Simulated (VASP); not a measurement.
# BaS (P-6m2) in VASP: further runs, part 2 of 2

VASP 6.6.1. Earlier steps stand in the parts before.

### Step 3. Single point, PBE (31.51 Å³/atom)

This run uses another cell than the first one, of 31.51 Å³/atom.

INCAR

```
SYSTEM = BaS
ALGO     = Normal         ! electronic algorithm
EDIFF    = 1E-6           ! SCF threshold, eV
ENCUT    = 520            ! plane-wave cutoff, eV
GGA      = PE             ! functional
ISIF     = 2              ! what is computed and relaxed
ISMEAR   = 0              ! smearing method
LASPH    = .True.         ! aspherical terms in the spheres
LCHARG   = .False.        ! write CHGCAR
LREAL    = .False.        ! projectors in reciprocal space
LWAVE    = .False.        ! write WAVECAR
NBANDS   = 15             ! bands
NELM     = 60             ! most SCF steps
PREC     = Accurate       ! precision mode
SIGMA    = 0.05           ! smearing width, eV
```

KPOINTS

```
k-points
0
Gamma
  10 10 8
  0 0 0
```

POSCAR

```
BaS
1.0
    4.3016259198      0.0000000000      0.0000000000
   -2.1508129599      3.7253173241      0.0000000000
    0.0000000000      0.0000000000      3.9328313272
Ba S
1 1
Direct
    0.0000000000      0.0000000000      0.0000000000
    0.6666666667      0.3333333333      0.5000000000
```

Potentials or basis: VASP PAW PBE potentials, release 64 (Ba_sv, S).

On the command line:

```console
> cat potpaw_PBE.64/Ba_sv/POTCAR potpaw_PBE.64/S/POTCAR > POTCAR
> mpirun -np 1 vasp_std > vasp.out
```

Run time: 66 s. Hardware: 1 thread of AMD EPYC 7R43 (Zen 3), shared host; peak memory 0.18 GiB.

Results (log left out):

```
Free energy            : -9.8890 eV
Pressure               : 2.5 GPa
Band gap on the k mesh : 1.90 eV
```

Stress tensor (GPa, compression positive):
```
2.36 0.00 0.00
0.00 2.36 0.00
0.00 0.00 2.67
```

Levels at points of the mesh, in eV from the valence-band top:
```tsv
k point	band 4	band 5	band 6	band 7	band 8	band 9	band 10	band 11	band 12	band 13
(0.00, 0.00, 0.00)	-11.52	-10.80	-0.86	-0.86	0.00	1.90	3.19	5.65	5.65	6.56
(0.50, 0.00, 0.00)	-11.42	-9.74	-2.07	-0.73	-0.44	2.11	5.48	5.82	6.53	6.56
(0.00, 0.00, 0.50)	-11.56	-9.39	-2.51	-0.71	-0.71	3.87	3.87	4.82	4.82	5.12
(0.50, 0.00, 0.50)	-11.69	-10.37	-1.71	-1.35	-1.29	3.66	5.04	6.99	7.42	8.08
```

Caveat: spin-orbit coupling is left out, which moves the levels of the heavy elements.

### Step 4. Single point, PBE (32.17 Å³/atom)

This run uses another cell than the first one, of 32.17 Å³/atom.

INCAR

```
PREC = Accurate
ENCUT = 520
EDIFF = 1E-6
ISMEAR = 0
SIGMA = 0.05
LREAL = False
LASPH = True
NELM = 60
ALGO = Normal
ISIF = 2
LWAVE = False
LCHARG = False
GGA = PE
NBANDS = 15
```

KPOINTS

```
Automatic mesh
0
Gamma
  10 10 8
```

POSCAR

```
BaS
1.0
    4.3312932429      0.0000000000      0.0000000000
   -2.1656466215      3.7510099796      0.0000000000
    0.0000000000      0.0000000000      3.9599551590
Ba S
1 1
Direct
    0.0000000000      0.0000000000      0.0000000000
    0.6666666667      0.3333333333      0.5000000000
```

On the command line:

```console
> cat potpaw_PBE.64/Ba_sv/POTCAR potpaw_PBE.64/S/POTCAR > POTCAR
> mpirun -np 1 vasp_std > vasp.out
```

It took 68 s on 1 thread of AMD EPYC 7R43 (Zen 3), shared host; peak memory 0.18 GiB.

Results (log left out):

```
Free energy            : -9.9053 eV
Pressure               : 1.5 GPa
Band gap on the k mesh : 1.94 eV
```

Stress tensor (GPa, compression positive):
```
1.46 0.00 0.00
0.00 1.46 0.00
0.00 0.00 1.54
```

Levels at points of the mesh, in eV from the valence-band top:
| k point | band 5 | band 6 | band 7 | band 8 | band 9 | band 10 | band 11 | band 12 |
| --- | --- | --- | --- | --- | --- | --- | --- | --- |
| (0.00, 0.00, 0.00) | -10.75 | -0.82 | -0.82 | 0.00 | 1.94 | 3.13 | 5.59 | 5.59 |
| (0.50, 0.00, 0.00) | -9.77 | -2.02 | -0.70 | -0.43 | 2.15 | 5.41 | 5.78 | 6.44 |
| (0.00, 0.00, 0.50) | -9.43 | -2.45 | -0.67 | -0.67 | 3.87 | 3.87 | 4.81 | 4.81 |
| (0.50, 0.00, 0.50) | -10.34 | -1.67 | -1.29 | -1.26 | 3.63 | 4.98 | 6.91 | 7.31 |

Caveat: spin-orbit coupling is left out, which moves the levels of the heavy elements.

### Step 5. Single point, PBE

This run uses another cell than the first one, of 32.82 Å³/atom.

INCAR

```
SYSTEM = BaS
PREC = Accurate ; ENCUT = 520
EDIFF = 1E-7 ; ISMEAR = 0
SIGMA = 0.05 ; LREAL = .FALSE.
LASPH = .TRUE. ; NELM = 80
ALGO = Normal ; ISIF = 2
LWAVE = .FALSE. ; LCHARG = .TRUE.
GGA = PE ; LELF = .TRUE.
LVHAR = .TRUE. ; NBANDS = 15
```

KPOINTS

```
regular mesh
0
G
  10 10 8
  0 0 0
```

POSCAR

```
BaS
1.0
    4.3652937922      0.0000000000      0.0000000000
   -2.1826468961      3.7804553190      0.0000000000
    0.0000000000      0.0000000000      3.9780699241
Ba S
1 1
Direct
    0.0000000000      0.0000000000      0.0000000000
    0.6666666667      0.3333333333      0.5000000000
```

Potentials or basis: VASP PAW PBE potentials, release 64 (Ba_sv, S).

On the command line:

```console
> cat potpaw_PBE.64/Ba_sv/POTCAR potpaw_PBE.64/S/POTCAR > POTCAR
> mpirun -np 1 vasp_std > vasp.out
```

OUTCAR:

```text
SYSTEM = BaS
   PREC = Accurate
   ENCUT = 520
   EDIFF = 1E-7
   ISMEAR = 0
   LREAL = .FALSE.
   LASPH = .TRUE.
   NELM = 80
   ISIF = 2
   GGA = PE

 ion  position               nearest neighbor table
   1  0.000  0.000  0.000-   2 3.21   2 3.21   2 3.21   2 3.21   2 3.21   2 3.21
   2  0.667  0.333  0.500-   1 3.21   1 3.21   1 3.21   1 3.21   1 3.21   1 3.21

  LATTYP: Found a hexagonal cell.
 ALAT       =     4.3652937922
 C/A-ratio  =     0.9112948895

  Lattice vectors:

[... 620 lines left out ...]

  FORCE on cell =-STRESS in cart. coord.  units (eV):
  Direction    XX          YY          ZZ          XY          YZ          ZX
  --------------------------------------------------------------------------------------
  -------------------------------------------------------------------------------------
  Total        0.2347887      0.2347887      0.2934541      0.0000000     -0.0000000      0.0000000
  in kB        5.7300423      5.7300423      7.1617759      0.0000000     -0.0000000      0.0000000
  external PRESSURE =       6.2072868 kB  Pullay stress =       0.0000000 kB

 VOLUME and BASIS-vectors are now :
 -----------------------------------------------------------------------------
  energy-cutoff  :      520.00
  volume of cell :       65.65
      direct lattice vectors                 reciprocal lattice vectors
     4.365293792  0.000000000  0.000000000     0.229079656  0.132259201  0.000000000
    -2.182646896  3.780455319  0.000000000     0.000000000  0.264518402  0.000000000
     0.000000000  0.000000000  3.978069924     0.000000000  0.000000000  0.251378186

 POSITION                                       TOTAL-FORCE (eV/Angst)
 -----------------------------------------------------------------------------------
      0.00000      0.00000      0.00000        -0.000000      0.000000      0.000000
      2.18265      1.26015      1.98903         0.000000      0.000000      0.000000
 -----------------------------------------------------------------------------------
    total drift:                               -0.000000      0.000000      0.000000

  FREE ENERGIE OF THE ION-ELECTRON SYSTEM (eV)
  ---------------------------------------------------
  free  energy   TOTEN  =        -9.9139765888 eV

  energy  without entropy=       -9.9139765888  energy(sigma->0) =       -9.91397659
```

OSZICAR:

```text
N       E                     dE             d eps       ncg     rms          rms(c)
DAV:   1     0.840789427883E+02    0.84079E+02   -0.68301E+03  2100   0.924E+02
DAV:   2    -0.549686161104E+01   -0.89576E+02   -0.81625E+02  2844   0.170E+02
DAV:   3    -0.103896323530E+02   -0.48928E+01   -0.48581E+01  2957   0.417E+01
DAV:   4    -0.104877310268E+02   -0.98099E-01   -0.98085E-01  2642   0.615E+00
DAV:   5    -0.104906614695E+02   -0.29304E-02   -0.29304E-02  3117   0.874E-01    0.482E+00
DAV:   6    -0.991683681572E+01    0.57382E+00   -0.70120E-01  2520   0.526E+00    0.335E+00
DAV:   7    -0.990017422097E+01    0.16663E-01   -0.24920E-01  2667   0.273E+00    0.205E+00
DAV:   8    -0.991182488262E+01   -0.11651E-01   -0.38907E-02  2387   0.126E+00    0.245E-01
DAV:   9    -0.991225863376E+01   -0.43375E-03   -0.59397E-03  2695   0.533E-01    0.171E-01
DAV:  10    -0.991387186186E+01   -0.16132E-02   -0.17677E-03  2177   0.274E-01    0.424E-02
DAV:  11    -0.991396360452E+01   -0.91743E-04   -0.20088E-04  2681   0.864E-02    0.155E-02
DAV:  12    -0.991397653515E+01   -0.12931E-04   -0.31635E-05  2205   0.351E-02    0.116E-02
DAV:  13    -0.991397658884E+01   -0.53695E-07   -0.33336E-07  3028   0.352E-03
   1 F= -.99139766E+01 E0= -.99139766E+01  d E =-.557913E-20
```

stdout:

```text
POSCAR found type information on POSCAR BaS
 POSCAR found :  2 types and       2 ions
 scaLAPACK will be used
 LDA part: xc-table for (Slater+PW92), standard interpolation
 POSCAR, INCAR and KPOINTS ok, starting setup
 FFT: planning ... GRIDC
 FFT: planning ... GRID_SOFT
 FFT: planning ... GRID
 WAVECAR not read
 entering main loop
```

Run time: 63 s. Hardware: 1 thread of AMD EPYC 7R43 (Zen 3), shared host; peak memory 0.19 GiB.

Results:

- Free energy: -9.9140 eV
- Pressure: 0.6 GPa
- Band gap on the k mesh: 1.97 eV

Caveat: spin-orbit coupling is left out, which moves the levels of the heavy elements. A k mesh can miss the band edges.

### Step 6. Summary

```tsv
cell	gap on the mesh (eV)	pressure (GPa)
a = 4.272, b = 4.272, c = 3.926 Å, angles 90.0, 90.0, 120.0°, 2 atoms	1.88	3.2
a = 4.302, b = 4.302, c = 3.933 Å, angles 90.0, 90.0, 120.0°, 2 atoms	1.90	2.5
a = 4.331, b = 4.331, c = 3.960 Å, angles 90.0, 90.0, 120.0°, 2 atoms	1.94	1.5
a = 4.365, b = 4.365, c = 3.978 Å, angles 90.0, 90.0, 120.0°, 2 atoms	1.97	0.6
```

Alike in all rows: task single point; level PBE; potentials or basis VASP PAW PBE potentials, release 64 (Ba_sv, S); no spin polarisation; k mesh 10 × 10 × 8; cutoff (eV) 520; smearing gaussian 0.05 eV.

Caveats: spin-orbit coupling is left out, which moves the levels of the heavy elements; the cell stands under pressure (at least some runs).

Absolute energies hang on the potentials; compare differences alone.
